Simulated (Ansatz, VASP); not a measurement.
# One calculation of P, two programs

```
P
1.0
     1.67457   -4.94778    0.00000
     1.67457    4.94778    0.00000
     0.00000    0.00000    3.82981
P
4
Direct
  0.11117 0.88883 0.94306
  0.61117 0.38883 0.55694
  0.88883 0.11117 0.05694
  0.38883 0.61117 0.44306
```

Alike in both runs: task single point; functional PBEsol; dispersion D3(BJ); k mesh 16 × 16 × 12; occupations gaussian, width 0.15 eV; no spin polarisation.

|  | VASP | Ansatz |
| --- | --- | --- |
| version | VASP 6.6.1 | Ansatz 0.2.0 |
| potentials or method | VASP PAW PBE potentials, release 64 (P), cutoff 520 eV | scalar-relativistic, plane waves, PAW |
| valence electrons in the cell | 20 | 20 |

Ansatz gave:

* gap on the k mesh at the Fermi level (eV): none
* pressure (GPa): 0.0
* traceless stress, the component that is largest in VASP (GPa): -0.10
* rms of the force components (eV/Å): 0.002

Problem. Estimate VASP's values.

Solution. gap on the k mesh at the Fermi level (eV): none; pressure (GPa): 0.0; traceless stress, the component that is largest in VASP (GPa): -0.19; rms of the force components (eV/Å): 0.022.

VASP's potentials were made for PBE, not for PBEsol. Atom by atom the forces differ by 0.023 eV/Å (rms over components). A gap of «none» marks a metal or a gap that the smearing closes.
